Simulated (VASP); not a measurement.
# WC (P-6m2) in VASP: a series of runs

The runs below take WC through single point, with r2SCAN.

Everything below comes from runs of VASP 6.6.1. Logs are shortened: lines on timing, memory, paths and dates and some standing lists are left out, and cuts for length are marked.

### Step 1. The cell of the first run

It takes space group P-6m2 (No. 187, hexagonal). Conventional cell: a = 2.923 Å, b = 2.923 Å, c = 2.845 Å, α = 90.00°, β = 90.00°, γ = 120.00°. Within 3.0 Å of W (site symmetry -6m2) lie 6 C at 2.21 Å and 8 W at 2.84 to 2.92 Å. Within 3.0 Å of C (site symmetry -6m2) lie 6 W at 2.21 Å and 8 C at 2.84 to 2.92 Å.

### Step 2. Single point, r2SCAN

File POSCAR:

```
WC
1.0
    2.9227510284      0.0000000000      0.0000000000
   -1.4613755142      2.5311766395      0.0000000000
    0.0000000000      0.0000000000      2.8449959301
W C
1 1
Direct
    0.0000000000      0.0000000000      0.0000000000
    0.6666666667      0.3333333333      0.5000000000
```

File INCAR.step1:

```
SYSTEM = WC
PREC     = Accurate       ! precision mode
ENCUT    = 1430           ! plane-wave cutoff, eV
ISMEAR   = 0              ! smearing method
SIGMA    = 0.05           ! smearing width, eV
LREAL    = .False.        ! projectors in reciprocal space
LASPH    = .True.         ! aspherical terms in the spheres
NELM     = 120            ! most SCF steps
NBANDS   = 16             ! bands
GGA      = PE             ! functional
ALGO     = Normal         ! electronic algorithm
EDIFF    = 1E-5           ! SCF threshold, eV
LWAVE    = .True.         ! write WAVECAR
LCHARG   = .False.        ! write CHGCAR
GGA_COMPAT= .False.
```

File INCAR.step2:

```
SYSTEM = WC
PREC     = Accurate       ! precision mode
ENCUT    = 1430           ! plane-wave cutoff, eV
EDIFF    = 1E-6           ! SCF threshold, eV
ISMEAR   = 0              ! smearing method
SIGMA    = 0.05           ! smearing width, eV
LREAL    = .False.        ! projectors in reciprocal space
LASPH    = .True.         ! aspherical terms in the spheres
NELM     = 120            ! most SCF steps
ALGO     = Normal         ! electronic algorithm
ISIF     = 2              ! what is computed and relaxed
LWAVE    = .False.        ! write WAVECAR
LCHARG   = .True.         ! write CHGCAR
METAGGA  = R2SCAN         ! meta-GGA
LMIXTAU  = .True.       
LELF     = .True.         ! ELF
LVHAR    = .True.       
NBANDS   = 16             ! bands
ISTART   = 1            
GGA_COMPAT= .False.
```

File KPOINTS:

```
Automatic mesh
0
Gamma
  14 14 12
  0 0 0
```

Potentials or basis: VASP PAW PBE potentials, release 64 (W_sv, C_h).

Command:

```bash
> cat potpaw_PBE.64/W_sv/POTCAR potpaw_PBE.64/C_h/POTCAR > POTCAR
> cp INCAR.step1 INCAR
> mpirun -np 1 vasp_std > vasp.out
> cp INCAR.step2 INCAR
> mpirun -np 1 vasp_std > vasp.out
```

OUTCAR:

```text
SYSTEM = WC
   PREC = Accurate
   ENCUT = 1430
   EDIFF = 1E-6
   ISMEAR = 0
   LREAL = .False.
   LASPH = .True.
   NELM = 120
   ISIF = 2
   METAGGA = R2SCAN
   ISTART = 1

 ion  position               nearest neighbor table
   1  0.000  0.000  0.000-   2 2.21   2 2.21   2 2.21   2 2.21   2 2.21   2 2.21
   2  0.667  0.333  0.500-   1 2.21   1 2.21   1 2.21   1 2.21   1 2.21   1 2.21

  LATTYP: Found a hexagonal cell.
 ALAT       =     2.9227510284
 C/A-ratio  =     0.9733966056

  Lattice vectors:

 A1 = (   2.9227510284,   0.0000000000,   0.0000000000)
 A2 = (  -1.4613755142,   2.5311766395,   0.0000000000)
 A3 = (   0.0000000000,   0.0000000000,   2.8449959301)

Analysis of symmetry for initial positions (statically):
=====================================================================
 Subroutine PRICEL returns:
 Original cell was already a primitive cell.

 Routine SETGRP: Setting up the symmetry group for a
 hexagonal supercell.

 Subroutine GETGRP returns: Found 12 space group operations
 (whereof 12 operations were pure point group operations)
 out of a pool of 24 trial point group operations.

The static configuration has the point symmetry D_3h.

Analysis of symmetry for dynamics (positions and initial velocities):
=====================================================================
 Subroutine PRICEL returns:
 Original cell was already a primitive cell.

 Routine SETGRP: Setting up the symmetry group for a
 hexagonal supercell.

 Subroutine GETGRP returns: Found 12 space group operations
 (whereof 12 operations were pure point group operations)
 out of a pool of 24 trial point group operations.

The dynamic configuration has the point symmetry D_3h.

 Subroutine INISYM returns: Found 12 space group operations
 (whereof 12 operations are pure point group operations),
 and found     1 'primitive' translations

----------------------------------------------------------------------------------------

                                     Primitive cell

  volume of cell :      21.0473

  direct lattice vectors                    reciprocal lattice vectors
     2.922751028  0.000000000  0.000000000     0.342143409  0.197536589  0.000000000
    -1.461375514  2.531176639  0.000000000     0.000000000  0.395073178  0.000000000
     0.000000000  0.000000000  2.844995930     0.000000000  0.000000000  0.351494352

  length of vectors
     2.922751028  2.922751028  2.844995930     0.395073178  0.395073178  0.351494352

  position of ions in fractional coordinates (direct lattice)
     0.000000000  0.000000000  0.000000000
     0.666666667  0.333333333  0.500000000

  ion indices of the primitive-cell ions
   primitive index   ion index
                 1           1
                 2           2

----------------------------------------------------------------------------------------

 KPOINTS: Automatic mesh

Automatic generation of k-mesh.
 Grid dimensions read from file:
 generate k-points for:   14   14   12

 Generating k-lattice:

  Cartesian coordinates                     Fractional coordinates (reciprocal lattice)
     0.024438815  0.014109756  0.000000000     0.071428571  0.000000000  0.000000000
     0.000000000  0.028219513  0.000000000     0.000000000  0.071428571  0.000000000
     0.000000000  0.000000000  0.029291196     0.000000000  0.000000000  0.083333333

  Length of vectors
     0.028219513  0.028219513  0.029291196

  Shift w.r.t. Gamma in fractional coordinates (k-lattice)
     0.000000000  0.000000000  0.000000000

 Subroutine IBZKPT returns following result:
 ===========================================

 Found    168 irreducible k-points:

 Following reciprocal coordinates:
            Coordinates               Weight
  0.000000  0.000000  0.000000      1.000000
  0.071429  0.000000  0.000000      6.000000
  0.142857  0.000000  0.000000      6.000000
  0.214286  0.000000  0.000000      6.000000
  0.285714  0.000000  0.000000      6.000000
  0.357143  0.000000  0.000000      6.000000
[... 16 lines left out ...]
  0.285714  0.285714  0.000000      6.000000
  0.357143  0.285714  0.000000      6.000000
 [... further k-points ...]
   k-points           NKPTS =    168   k-points in BZ     NKDIM =    168   number of bands    NBANDS=     16
   number of dos      NEDOS =    301   number of ions     NIONS =      2
   total plane-waves  NPLWV =  46656
   dimension x,y,z NGX =    36 NGY =   36 NGZ =   36
   dimension x,y,z NGXF=    72 NGYF=   72 NGZF=   72
   ions per type =               1   1
   NGX,Y,Z   is equivalent  to a cutoff of  20.48, 20.48, 21.04 a.u.
   NGXF,Y,Z  is equivalent  to a cutoff of  40.95, 40.95, 42.07 a.u.
 SYSTEM =  WC
   PREC   = accura    normal or accurate (medium, high low for compatibility)
   ISTART =      1    job   : 0-new  1-cont  2-samecut
   ICHARG =      0    charge: 1-file 2-atom 10-const
   ISPIN  =      1    spin polarized calculation?
   LNONCOLLINEAR =      F non collinear calculations
   LSORBIT =      F    spin-orbit coupling
   LASPH  =      T    aspherical Exc in radial PAW
   ENCUT  = 1430.0 eV 105.10 Ry   10.25 a.u.   9.01  9.01  8.77*2*pi/ulx,y,z
   NELM   =    120;   NELMIN=  2; NELMDL=  0     # of ELM steps
   EDIFF  = 0.1E-05   stopping-criterion for ELM
   LREAL  =      F    real-space projection
   EDIFFG = 0.1E-04   stopping-criterion for IOM
   NSW    =      0    number of steps for IOM
   IBRION =     -1    ionic relax: 0-MD 1-quasi-New 2-CG
   NFREE  =      0    steps in history (QN), initial steepest desc. (CG)
   ISIF   =      2    stress and relaxation
   ISYM   =      2    0-nonsym 1-usesym 2-fastsym
   POTIM  = 0.5000    time-step for ionic-motion
   TEBEG  =    0.0;   TEEND  =   0.0 temperature during run
   PSTRESS=    0.0 pullay stress
   NELECT =      18.0000    total number of electrons
   NUPDOWN=      -1.0000    fix difference up-down
   EMIN   =  10.00;   EMAX   =-10.00  energy-range for DOS
   EFERMI =   0.00;   METHOD = LEGACY
   ISMEAR =     0;   SIGMA  =   0.05  broadening in eV -4-tet -1-fermi 0-gaus
   EFERMI_NEDOS =   21; number of points for ismear=-14 and -15
   IALGO  =     38    algorithm
   IMIX   =      4    mixing-type and parameters
     AMIX     =   0.40;   BMIX     =  1.00
     AMIX_MAG =   1.60;   BMIX_MAG =  1.00
  volume/ion in A,a.u.               =      10.52        71.02
  Fermi-wavevector in a.u.,A,eV,Ry     =   1.553938  2.936517 32.854306  2.414723
  Thomas-Fermi vector in A             =   2.658096
   LORBIT       =      0    0 simple, 1 ext, 2 COOP (PROOUT), +10 PAW based schemes
   METAGGA = R2SCAN    functional components
   LHFCALC =     F    Hartree Fock is set to
   AEXX    =    0.0000 exact exchange contribution
   IVDW    =     0    specifies the selected vdW correction
   LEPSILON=     F    determine dielectric tensor
   LRPA    =     F    only Hartree local field effects (RPA)
 non-spin polarized calculation
 Gauss-broadening in eV      SIGMA  =   0.05
  energy-cutoff  :     1430.00
  volume of cell :       21.05
 maximum number of plane-waves:      2610
 NGX is ok and might be reduce to    36
   NGX = 17   NGY = 17   NGZ = 17

 number of electron      18.0000000 magnetization

 Free energy of the ion-electron system (eV)
  ---------------------------------------------------
  ext. energy  EPLUGINS =         0.00000000
  ---------------------------------------------------
  free energy    TOTEN  =       -61.62475378 eV

  energy without entropy =      -61.62436377  energy(sigma->0) =      -61.62455878

 E-fermi :  11.0847     XC(G=0): -14.8834

 val. band max:       11.0714294023   @ k =   0.0714   0.0714   0.4167
 cond. band min:      11.0931025392   @ k =   0.0714   0.0000   0.3333
 fundamental gap:      0.0216731369
 Fermi energy:        11.0846730598

 k-point     1 :       0.0000    0.0000    0.0000
  band No.  band energies     occupation
      1     -64.8876      2.00000
      2     -28.1892      2.00000
      3     -28.0962      2.00000
      4     -28.0962      2.00000
      5      -4.0416      2.00000
      6       6.6850      2.00000
[... 8 lines left out ...]
     15      26.2236      0.00000
     16      28.5240      0.00000

 k-point     2 :       0.0714    0.0000    0.0000
  band No.  band energies     occupation
      1     -64.8846      2.00000
      2     -28.1837      2.00000
      3     -28.1389      2.00000
      4     -28.1059      2.00000
      5      -3.9062      2.00000
      6       6.7302      2.00000
[... 8 lines left out ...]
     15      25.9258      0.00000
     16      28.8180      0.00000

 k-point     3 :       0.1429    0.0000    0.0000
  band No.  band energies     occupation
      1     -64.8762      2.00000
      2     -28.2569      2.00000
      3     -28.1685      2.00000
      4     -28.1327      2.00000
      5      -3.5176      2.00000
      6       6.4963      2.00000
[... 8 lines left out ...]
     15      25.5761      0.00000
     16      29.6437      0.00000

 k-point     4 :       0.2143    0.0000    0.0000
  band No.  band energies     occupation
      1     -64.8641      2.00000
      2     -28.4240      2.00000
      3     -28.1712      2.00000
      4     -28.1463      2.00000
      5      -2.9259      2.00000
      6       5.7874      2.00000
[... 8 lines left out ...]
     15      25.6473      0.00000
     16      30.3635      0.00000
[... 324 lines left out ...]
 k-point    22 :       0.3571    0.2143    0.0000
  band No.  band energies     occupation
      1     -64.8224      2.00000
      2     -28.8001      2.00000
      3     -28.4829      2.00000
      4     -28.0696      2.00000
      5      -0.2519      2.00000
      6       4.1459      2.00000
[... 8 lines left out ...]
     15      26.5997      0.00000
     16      28.8877      0.00000

 k-point    23 :       0.2857    0.2857    0.0000
  band No.  band energies     occupation
      1     -64.8217      2.00000
      2     -28.7556      2.00000
      3     -28.5403      2.00000
      4     -28.0684      2.00000
      5      -0.1860      2.00000
      6       4.2522      2.00000
[... 8 lines left out ...]
     15      27.3247      0.00000
     16      28.4354      0.00000

 k-point    24 :       0.3571    0.2857    0.0000
  band No.  band energies     occupation
      1     -64.8198      2.00000
      2     -28.7305      2.00000
      3     -28.5966      2.00000
      4     -28.0650      2.00000
      5      -0.0151      2.00000
      6       4.2832      2.00000
[... 8 lines left out ...]
     15      27.0644      0.00000
     16      27.8791      0.00000

 [... further k-points ...]

------------------------ aborting loop because EDIFF is reached ----------------------------------------

  FORCE on cell =-STRESS in cart. coord.  units (eV):
  Direction    XX          YY          ZZ          XY          YZ          ZX
  --------------------------------------------------------------------------------------
  -------------------------------------------------------------------------------------
  Total       -0.3124706     -0.3124706     -0.2829384      0.0000000     -0.0000000      0.0000000
  in kB      -23.7861287    -23.7861287    -21.5380591      0.0000000     -0.0000000      0.0000000
  external PRESSURE =     -23.0367722 kB  Pullay stress =       0.0000000 kB

 VOLUME and BASIS-vectors are now :
 -----------------------------------------------------------------------------
  energy-cutoff  :     1430.00
  volume of cell :       21.05
      direct lattice vectors                 reciprocal lattice vectors
     2.922751028  0.000000000  0.000000000     0.342143409  0.197536589  0.000000000
    -1.461375514  2.531176639  0.000000000     0.000000000  0.395073178  0.000000000
     0.000000000  0.000000000  2.844995930     0.000000000  0.000000000  0.351494352

 POSITION                                       TOTAL-FORCE (eV/Angst)
 -----------------------------------------------------------------------------------
      0.00000      0.00000      0.00000        -0.000000      0.000000      0.000000
      1.46138      0.84373      1.42250         0.000000     -0.000000      0.000000
 -----------------------------------------------------------------------------------
    total drift:                               -0.000000      0.000000      0.000000

  FREE ENERGIE OF THE ION-ELECTRON SYSTEM (eV)
  ---------------------------------------------------
  free  energy   TOTEN  =       -61.6247537803 eV

  energy  without entropy=      -61.6243637724  energy(sigma->0) =      -61.62455878
```

Wall time 8.1 min (1 thread of Intel Xeon Platinum 8259CL at 2.50GHz (Skylake/Cascade Lake), shared host); peak memory 0.42 GiB.

What came out:

- Free energy: -61.6248 eV
- Pressure: -2.3 GPa
- Band gap on the k mesh: zero (bands 9 and 10 overlap by 1.32 eV)

Caveat: the PAW data sets were made with another functional, which shifts forces and pressure a little; spin-orbit coupling is left out, which moves the levels of the heavy elements.

(Continued in part 2 of 2.)

The gap in the log of VASP goes by the Fermi energy; the results here count the filled bands.